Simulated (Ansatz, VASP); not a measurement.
# One calculation of TiB, two programs

```xyz
2
Lattice="0.0000 2.1010 2.0065 2.1010 0.0000 2.0065 2.1010 2.1010 0.0000" Properties=species:S:1:pos:R:3 pbc="T T T"
Ti    3.1515    3.1515    3.0097
B     0.0000    0.0000    0.0000
```

Change from the starting cell: strain -0.0450 x Voigt [0, 0, 1, 0, 0, 0], atoms carried along.

Alike in both runs: task single point; functional PBEsol; k mesh 20 × 20 × 20; occupations gaussian, width 0.15 eV; no spin polarisation.

|  | VASP | Ansatz |
| --- | --- | --- |
| version | VASP 6.6.1 | Ansatz 0.2.0 |
| potentials or method | VASP PAW PBE potentials, release 64 (Ti_sv, B), cutoff 520 eV | scalar-relativistic, plane waves, PAW |
| valence electrons in the cell | 15 | 15 |

|  | VASP | Ansatz | Ansatz less VASP |
| --- | --- | --- | --- |
| gap on the k mesh at the Fermi level (eV) | none | none | - |
| pressure (GPa) | 132.6 | 133.0 | +0.37 |
| traceless stress, the component that is largest in VASP (GPa) | -8.57 | -8.65 | -0.072 |

VASP's potentials were made for PBE, not for PBEsol. A gap of «none» marks a metal or a gap that the smearing closes. Both programs put the cell under a high pressure, so it lies far from rest at this level.

Noted on VASP's run: the cell as given lies far from equilibrium.
